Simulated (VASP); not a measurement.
# Ta (Fd-3m) in VASP: notebook

Ta is run at these levels: LDA; tasks: single point.

All numbers are computed with VASP 6.6.1; they aren't measurements. Logs are shortened: lines on timing, memory, paths and dates and some standing lists are left out, and cuts for length are marked.

### Step 1. The cell of the first run

It takes space group Fd-3m (No. 227, cubic). Conventional cell: a = 4.372 Å, b = 4.372 Å, c = 4.372 Å, α = 90.00°, β = 90.00°, γ = 90.00°. Ta (site symmetry -43m) has 4 Ta at 1.89 Å within 2.5 Å.

### Step 2. Single point, LDA (volume scaled by 0.4)

INCAR

```
SYSTEM = Ta
PREC = Accurate ; ENCUT = 520
EDIFF = 1E-7 ; ISMEAR = -1
SIGMA = 0.08 ; LREAL = .False.
LASPH = .True. ; NELM = 100
ALGO = Normal ; ISIF = 2
LWAVE = .False. ; LCHARG = .False.
GGA = CA ; NBANDS = 18
```

KPOINTS

```
regular mesh
0
Gamma
  13 13 13
  0 0 0
```

POSCAR

```
Ta
1.0
    0.0000000000      2.1857890471      2.1857890471
    2.1857890471      0.0000000000      2.1857890471
    2.1857890471      2.1857890471      0.0000000000
Ta
2
Direct
   -0.1250000000     -0.1250000000     -0.1250000000
    0.1250000000      0.1250000000      0.1250000000
```

Potentials or basis: VASP PAW LDA potentials, release 64 (Ta_pv).

Command:

```sh
$ cat potpaw_LDA.64/Ta_pv/POTCAR > POTCAR
$ mpirun -np 1 vasp_std > vasp.out
```

OUTCAR:

```text
SYSTEM = Ta
   PREC = Accurate
   ENCUT = 520
   EDIFF = 1E-7
   ISMEAR = -1
   LREAL = .False.
   LASPH = .True.
   NELM = 100
   ISIF = 2
   GGA = CA

 ion  position               nearest neighbor table
   1  0.875  0.875  0.875-   2 1.89   2 1.89   2 1.89   2 1.89
   2  0.125  0.125  0.125-   1 1.89   1 1.89   1 1.89   1 1.89

  LATTYP: Found a face centered cubic cell.
 ALAT       =     4.3715780942

  Lattice vectors:

 A1 = (   0.0000000000,   2.1857890471,   2.1857890471)
 A2 = (   2.1857890471,   0.0000000000,   2.1857890471)
 A3 = (   2.1857890471,   2.1857890471,   0.0000000000)

Analysis of symmetry for initial positions (statically):
=====================================================================
 Subroutine PRICEL returns:
 Original cell was already a primitive cell.

 Routine SETGRP: Setting up the symmetry group for a
 face centered cubic supercell.

 Subroutine GETGRP returns: Found 48 space group operations
 (whereof 12 operations were pure point group operations)
 out of a pool of 48 trial point group operations.

The static configuration has the point symmetry D_3d.
 The point group associated with its full space group is O_h .

Analysis of symmetry for dynamics (positions and initial velocities):
=====================================================================
 Subroutine PRICEL returns:
 Original cell was already a primitive cell.

 Routine SETGRP: Setting up the symmetry group for a
 face centered cubic supercell.

 Subroutine GETGRP returns: Found 48 space group operations
 (whereof 12 operations were pure point group operations)
 out of a pool of 48 trial point group operations.

The dynamic configuration has the point symmetry D_3d.
 The point group associated with its full space group is O_h .

 Subroutine INISYM returns: Found 48 space group operations
 (whereof 12 operations are pure point group operations),
 and found     1 'primitive' translations

----------------------------------------------------------------------------------------

                                     Primitive cell

  volume of cell :      20.8860

  direct lattice vectors                    reciprocal lattice vectors
     0.000000000  2.185789047  2.185789047    -0.228750346  0.228750346  0.228750346
     2.185789047  0.000000000  2.185789047     0.228750346 -0.228750346  0.228750346
     2.185789047  2.185789047  0.000000000     0.228750346  0.228750346 -0.228750346

  length of vectors
[... 75 lines left out ...]
   ICHARG =      2    charge: 1-file 2-atom 10-const
   ISPIN  =      1    spin polarized calculation?
   LNONCOLLINEAR =      F non collinear calculations
   LSORBIT =      F    spin-orbit coupling
   LASPH  =      T    aspherical Exc in radial PAW
   ENCUT  =  520.0 eV  38.22 Ry    6.18 a.u.   5.75  5.75  5.75*2*pi/ulx,y,z
   NELM   =    100;   NELMIN=  2; NELMDL= -5     # of ELM steps
   EDIFF  = 0.1E-06   stopping-criterion for ELM
   LREAL  =      F    real-space projection
   EDIFFG = 0.1E-05   stopping-criterion for IOM
   NSW    =      0    number of steps for IOM
   IBRION =     -1    ionic relax: 0-MD 1-quasi-New 2-CG
   NFREE  =      0    steps in history (QN), initial steepest desc. (CG)
   ISIF   =      2    stress and relaxation
   ISYM   =      2    0-nonsym 1-usesym 2-fastsym
   POTIM  = 0.5000    time-step for ionic-motion
   TEBEG  =    0.0;   TEEND  =   0.0 temperature during run
   PSTRESS=    0.0 pullay stress
   NELECT =      22.0000    total number of electrons
   NUPDOWN=      -1.0000    fix difference up-down
   EMIN   =  10.00;   EMAX   =-10.00  energy-range for DOS
   EFERMI =   0.00;   METHOD = LEGACY
   ISMEAR =    -1;   SIGMA  =   0.08  broadening in eV -4-tet -1-fermi 0-gaus
   EFERMI_NEDOS =   21; number of points for ismear=-14 and -15
   IALGO  =     38    algorithm
   IMIX   =      4    mixing-type and parameters
     AMIX     =   0.40;   BMIX     =  1.00
     AMIX_MAG =   1.60;   BMIX_MAG =  1.00
  volume/ion in A,a.u.               =      10.44        70.47
  Fermi-wavevector in a.u.,A,eV,Ry     =   1.665703  3.147722 37.750254  2.774565
  Thomas-Fermi vector in A             =   2.752027
   LORBIT       =      0    0 simple, 1 ext, 2 COOP (PROOUT), +10 PAW based schemes
   GGA     = CA    functional components
   LHFCALC =     F    Hartree Fock is set to
   AEXX    =    0.0000 exact exchange contribution
   IVDW    =     0    specifies the selected vdW correction
   LEPSILON=     F    determine dielectric tensor
   LRPA    =     F    only Hartree local field effects (RPA)
 non-spin polarized calculation
  energy-cutoff  :      520.00
  volume of cell :       20.89
 maximum number of plane-waves:       572
   NGX = 11   NGY = 11   NGZ = 11

 number of electron      22.0000002 magnetization

 Free energy of the ion-electron system (eV)
  ---------------------------------------------------
  ext. energy  EPLUGINS =         0.00000000
  ---------------------------------------------------
  free energy    TOTEN  =         2.56172634 eV

  energy without entropy =        2.58672632  energy(sigma->0) =        2.57422633

 E-fermi :  11.7074     XC(G=0): -15.3935

 val. band max:       11.6747952485   @ k =  -0.2308   0.3846   0.1538
 cond. band min:      11.7688568785   @ k =  -0.3846   0.3077   0.1538
 fundamental gap:      0.0940616300
 Fermi energy:        11.7074486005

 k-point     1 :       0.0000    0.0000    0.0000
  band No.  band energies     occupation
      1     -27.5550      2.00000
      2     -27.5550      2.00000
      3     -27.5550      2.00000
      4     -21.2980      2.00000
      5     -21.2980      2.00000
      6     -21.2980      2.00000
[... 481 lines left out ...]
      5     -19.3684      2.00000
      6     -18.8288      2.00000
[... 10 lines left out ...]
     17      23.6846      0.00000
     18      24.4141      0.00000

 [... further k-points ...]
[... 5 lines left out ...]
  --------------------------------------------------------------------------------------
  -------------------------------------------------------------------------------------
  Total       69.5517928     69.5517928     69.5517928      0.0000000     -0.0000000      0.0000000
  in kB     5335.3655451   5335.3655451   5335.3655451      0.0000000     -0.0000000      0.0000000
  external PRESSURE =    5335.3655451 kB  Pullay stress =       0.0000000 kB

 VOLUME and BASIS-vectors are now :
 -----------------------------------------------------------------------------
  energy-cutoff  :      520.00
  volume of cell :       20.89
      direct lattice vectors                 reciprocal lattice vectors
     0.000000000  2.185789047  2.185789047    -0.228750346  0.228750346  0.228750346
     2.185789047  0.000000000  2.185789047     0.228750346 -0.228750346  0.228750346
     2.185789047  2.185789047  0.000000000     0.228750346  0.228750346 -0.228750346

 POSITION                                       TOTAL-FORCE (eV/Angst)
 -----------------------------------------------------------------------------------
      3.82513      3.82513      3.82513        -0.000000      0.000000      0.000000
      0.54645      0.54645      0.54645         0.000000     -0.000000     -0.000000
 -----------------------------------------------------------------------------------
    total drift:                                0.000000      0.000000      0.000000

  FREE ENERGIE OF THE ION-ELECTRON SYSTEM (eV)
  ---------------------------------------------------
  free  energy   TOTEN  =         2.5617263364 eV

  energy  without entropy=        2.5867263176  energy(sigma->0) =        2.57422633
```

OSZICAR:

```text
N       E                     dE             d eps       ncg     rms          rms(c)
DAV:   1     0.203792919172E+03    0.20379E+03   -0.13005E+04  3032   0.141E+03
DAV:   2     0.615521727843E+01   -0.19764E+03   -0.19272E+03  3400   0.397E+02
DAV:   3     0.152403826849E+01   -0.46312E+01   -0.46007E+01  3450   0.591E+01
DAV:   4     0.150133656110E+01   -0.22702E-01   -0.22676E-01  3962   0.405E+00
DAV:   5     0.150121956363E+01   -0.11700E-03   -0.11696E-03  3612   0.263E-01    0.595E+01
DAV:   6     0.227436424556E+01    0.77314E+00   -0.39158E-01  3304   0.461E+00    0.370E+01
DAV:   7     0.254627476532E+01    0.27191E+00   -0.47705E-01  3328   0.473E+00    0.570E-01
DAV:   8     0.256183912598E+01    0.15564E-01   -0.55168E-02  3482   0.195E+00    0.144E-01
DAV:   9     0.256175541861E+01   -0.83707E-04   -0.51673E-04  3620   0.184E-01    0.668E-02
DAV:  10     0.256172501616E+01   -0.30402E-04   -0.25242E-05  3840   0.492E-02    0.181E-02
DAV:  11     0.256172631844E+01    0.13023E-05   -0.58228E-06  3596   0.201E-02    0.173E-03
DAV:  12     0.256172633641E+01    0.17972E-07   -0.75272E-08  2648   0.247E-03
   1 F= 0.25617263E+01 E0= 0.25742263E+01  d E =-.250000E-01
```

stdout:

```text
POSCAR found type information on POSCAR Ta
 POSCAR found :  1 types and       2 ions
 scaLAPACK will be used
 LDA part: xc-table for (Slater(with rela. corr.)+CA(PZ))
 , standard interpolation
 POSCAR, INCAR and KPOINTS ok, starting setup
 FFT: planning ... GRIDC
 FFT: planning ... GRID_SOFT
 FFT: planning ... GRID
 WAVECAR not read
 entering main loop
```

Wall time 8.3 s (1 thread of Intel Xeon 6975P-C (Granite Rapids), shared host); peak memory 0.14 GiB.

What came out:

```yaml
Free_energy: 2.5617 eV
Pressure: 533.5 GPa
Band_gap_on_the_k_mesh: zero (band 11 reaches 13.47 eV, above the bottom of band 12 at 8.17 eV)
```

Caveat: spin-orbit coupling is left out, which moves the levels of the heavy elements.

### Step 3. Single point, LDA (volume scaled by 0.45)

INCAR

```
SYSTEM = Ta
PREC     = Accurate       ! precision mode
ENCUT    = 520            ! plane-wave cutoff, eV
EDIFF    = 1E-7           ! SCF threshold, eV
ISMEAR   = -1             ! smearing method
SIGMA    = 0.08           ! smearing width, eV
LREAL    = .False.        ! projectors in reciprocal space
LASPH    = .True.         ! aspherical terms in the spheres
NELM     = 100            ! most SCF steps
ALGO     = Normal         ! electronic algorithm
ISIF     = 2              ! what is computed and relaxed
LWAVE    = .False.        ! write WAVECAR
LCHARG   = .True.         ! write CHGCAR
GGA      = CA             ! functional
LELF     = .True.         ! ELF
LVHAR    = .True.       
NBANDS   = 18             ! bands
```

KPOINTS

```
Automatic mesh
0
Gamma
  13 13 13
  0 0 0
```

POSCAR

```
Ta
1.0
    0.0000000000      2.2733122187      2.2733122187
    2.2733122187      0.0000000000      2.2733122187
    2.2733122187      2.2733122187      0.0000000000
Ta
2
Direct
   -0.1250000000     -0.1250000000     -0.1250000000
    0.1250000000      0.1250000000      0.1250000000
```

Potentials or basis: VASP PAW LDA potentials, release 64 (Ta_pv).

Command:

```sh
$ cat potpaw_LDA.64/Ta_pv/POTCAR > POTCAR
$ mpirun -np 1 vasp_std > vasp.out
```

Run time: 9 s. Hardware: 1 thread of Intel Xeon 6975P-C (Granite Rapids), shared host; peak memory 0.14 GiB.

The run converged. Its results:

```
Free energy            : -4.5331 eV
Pressure               : 352.5 GPa
Band gap on the k mesh : zero (band 11 reaches 11.74 eV, above the bottom of band 12 at 7.17 eV)
```

Levels at points of the mesh, in eV from the Fermi level:
```
           k point  band 9  band 10  band 11  band 12  band 13  band 14
(0.00, 0.00, 0.00)   -6.01    -1.16    -1.16    -1.16     5.15     5.15
```

Caveat: spin-orbit coupling is left out, which moves the levels of the heavy elements.
